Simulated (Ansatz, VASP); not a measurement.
**One calculation of Y16C, two programs**

```xyz
17
Lattice="-3.6500 -6.3220 0.0000 5.4750 -3.1610 0.0000 0.0000 0.0000 11.4683" Properties=species:S:1:pos:R:3 pbc="T T T"
Y     0.0102   -6.3276    0.0299
Y    -0.0117   -4.2254    2.8390
Y     0.0477   -6.3474    5.7018
Y    -0.0223   -4.1407    8.5440
Y    -1.8285   -3.1765    0.0270
Y     3.6460   -4.2137    2.8237
Y    -1.7484   -3.1425    5.7916
Y     3.7477   -4.2693    8.5854
Y     1.8277   -3.1638    0.0421
Y     1.8298   -1.0388    2.8368
Y     1.7272   -3.1028    5.7505
Y     1.7496   -1.0719    8.5438
Y     0.0104    0.0116    0.0293
Y     1.8152   -7.3697    2.8367
Y     0.0218   -0.0760    5.7917
Y     1.7795   -7.3472    8.6335
C     0.0059   -2.0968    7.1643
```

Alike in both runs: functional PBE; dispersion D3(BJ); k mesh 2 × 2 × 1; occupations fermi-dirac, width 0.1 eV; no spin polarisation.

Ansatz relaxed the structure, and its values are those at the end. VASP's run is a single point on that final structure, the one shown.

```csv
,VASP,Ansatz
version,VASP 6.6.1,Ansatz 0.2.0
potentials or method,"VASP PAW PBE potentials, release 64 (Y_sv, C), cutoff 520 eV","scalar-relativistic, plane waves, PAW"
valence electrons in the cell,180,180
```

|  | VASP | Ansatz | Ansatz less VASP |
| --- | --- | --- | --- |
| rms of the force components (eV/Å) | 0.025 | 0.025 | -0.0003 |

The k mesh is coarse, so the values compare programs but aren't converged.
